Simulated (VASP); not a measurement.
# SiC2: single point with PBE

SiC2:

```xyz
6
Lattice="3.2440 0.0000 0.0000 -1.6220 2.8094 0.0000 0.0000 0.0000 12.5169" Properties=species:S:1:pos:R:3 pbc="T T T"
Si    0.0000    1.8730    0.0000
Si    1.6220    0.9365    0.0000
C     0.0000    1.8730    8.2481
C     0.0000    1.8730    4.2688
C     1.6220    0.9365    8.2481
C     1.6220    0.9365    4.2688
```

```
Program                : VASP 6.6.1
Task                   : single point
Functional             : PBE
Potentials or basis    : VASP PAW PBE potentials, release 64 (Si, C)
Cutoff                 : 520 eV
k mesh                 : 6 × 6 × 2
Occupations            : gaussian, width 0.1 eV
Spin                   : collinear spin, ferromagnetic start
Starting moments       : [0.0, 0.0, 1.0, 1.0, 1.0, 1.0] μB
Dipole correction      : no
Further INCAR settings : ALGO = Normal; EDIFF = 1e-07; NBANDS = 25
```

The pressure is 0.0 GPa and the band gap on the k mesh is zero (filled and empty bands overlap). The net moment is 0.00 μB per cell and the valence electrons inside the program's atomic spheres are Si 2.26; C 2.03.

Stress tensor (GPa, compression positive):
```
-0.12  0.00  0.00
 0.00 -0.12  0.00
 0.00  0.00  0.15
```

Levels at points of the mesh, in eV from the Fermi level:
Spin up:
```tsv
k point	band 9	band 10	band 11	band 12	band 13	band 14	band 15	band 16
(0.00, 0.00, 0.00)	-2.46	-2.46	-0.70	-0.67	-0.37	-0.37	3.45	3.81
(0.50, 0.00, 0.00)	-2.53	-1.21	-1.19	-0.60	0.66	0.97	1.35	1.40
(0.00, 0.00, 0.50)	-2.46	-2.46	-0.70	-0.67	-0.37	-0.37	3.62	3.81
(0.50, 0.00, 0.50)	-2.53	-1.38	-0.84	-0.79	0.59	1.18	1.29	1.36
```
Spin down:
```csv
k point,band 9,band 10,band 11,band 12,band 13,band 14,band 15,band 16
"(0.00, 0.00, 0.00)",-2.46,-2.46,-0.70,-0.67,-0.37,-0.37,3.45,3.81
"(0.50, 0.00, 0.00)",-2.53,-1.21,-1.19,-0.60,0.66,0.97,1.35,1.40
"(0.00, 0.00, 0.50)",-2.46,-2.46,-0.70,-0.67,-0.37,-0.37,3.62,3.81
"(0.50, 0.00, 0.50)",-2.53,-1.38,-0.84,-0.79,0.59,1.18,1.29,1.36
```

Run time: 58 s on 1 thread of AMD EPYC 9R45 (Zen 5), with other jobs on the host, peak memory 0.25 GiB.

Caveat: the k points lie up to 0.37 Å⁻¹ apart.
